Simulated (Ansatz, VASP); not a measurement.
**CsSnI3: VASP beside Ansatz**

The input INCAR:

```
PREC     = Accurate       # precision mode
ENCUT    = 600            # plane-wave cutoff, eV
EDIFF    = 1E-7           # SCF threshold, eV
ISMEAR   = -1             # smearing method
SIGMA    = 0.05           # smearing width, eV
LREAL    = F              # projectors in reciprocal space
LASPH    = T              # aspherical terms in the spheres
NELM     = 60             # most SCF steps
ALGO     = Normal         # electronic algorithm
ISIF     = 3              # what is computed and relaxed
LWAVE    = F              # write WAVECAR
LCHARG   = F              # write CHGCAR
GGA      = PS             # functional
IBRION   = 2              # ionic algorithm
NSW      = 60             # ionic steps
EDIFFG   = -0.01          # ionic threshold
```

File KPOINTS:

```
regular mesh
0
Gamma
  5 5 5
```

Contents of POSCAR:

```
CsSnI3
1.0
    6.2057000000      0.0000000000      0.0000000000
    0.0000000000      6.2057000000      0.0000000000
    0.0000000000      0.0000000000      6.2057000000
Cs I Sn
1 3 1
Direct
    0.0000000000      0.0000000000      0.0000000000
    0.5000000000      0.5000000000      0.0000000000
    0.5000000000      0.0000000000      0.5000000000
    0.0000000000      0.5000000000      0.5000000000
    0.5000000000      0.5000000000      0.5000000000
```

Contents of input.yaml:

```yaml
crystal:
  lattice:
    - [6.2057, 0.0, 0.0]
    - [0.0, 6.2057, 0.0]
    - [0.0, 0.0, 6.2057]
  atoms:
    - { symbol: Cs, position: [0.0, 0.0, 0.0] }
    - { symbol: I, position: [0.5, 0.5, 0.0] }
    - { symbol: I, position: [0.5, 0.0, 0.5] }
    - { symbol: I, position: [0.0, 0.5, 0.5] }
    - { symbol: Sn, position: [0.5, 0.5, 0.5] }
hamiltonian:
  xc: pbesol
  pseudopotentials: { kind: paw }
kpoints:
  mp_grid: { grid: [5, 5, 5] }
scf:
  occupations: { method: fermi_dirac, width: 0.05 }
output:
  forces: true
  stress: true
  eigenvalues: true
relax:
  f_tol: 0.01
  max_steps: 40
  cell: { stress_tol: 0.05 }
```

Alike in both runs: task relaxation of cell and atoms; functional PBEsol; k mesh 5 × 5 × 5; occupations fermi-dirac, width 0.05 eV; no spin polarisation.

|  | VASP | Ansatz |
| --- | --- | --- |
| version | VASP 6.6.1 | Ansatz 0.2.0 |
| potentials or method | VASP PAW PBE potentials, release 64 (Cs_sv, I, Sn_d) | Ansatz PAW |
| plane-wave cutoff (eV) | 600 | 420 |
| valence electrons in the cell | 44 | 74 |

Ansatz gave:

```
gap on the k mesh at the Fermi level, each at its own relaxed structure (eV) : 1.69
relaxed volume (Å³/atom)                                                     : 45.73
relaxed length of the cell vector where the two differ most in proportion (Å)              : 6.115
```

Task: Estimate VASP's values.

Result: gap on the k mesh at the Fermi level, each at its own relaxed structure (eV): 1.69; relaxed volume (Å³/atom): 45.87; relaxed length of the cell vector where the two differ most in proportion (Å): 6.121.

VASP's potentials were made for PBE, not for PBEsol. VASP's potentials hold 44 valence electrons a cell and Ansatz's 74, so a difference there can come from the potentials and not from the codes.

Spin-orbit coupling is off throughout. Noted on Ansatz's run: odd divisions of the mesh miss points on the zone boundary, where band edges often lie, so the gap on the mesh can be too wide; the plane-wave basis is chosen anew once the cell has moved, so the energies of steps on either side of that aren't comparable.
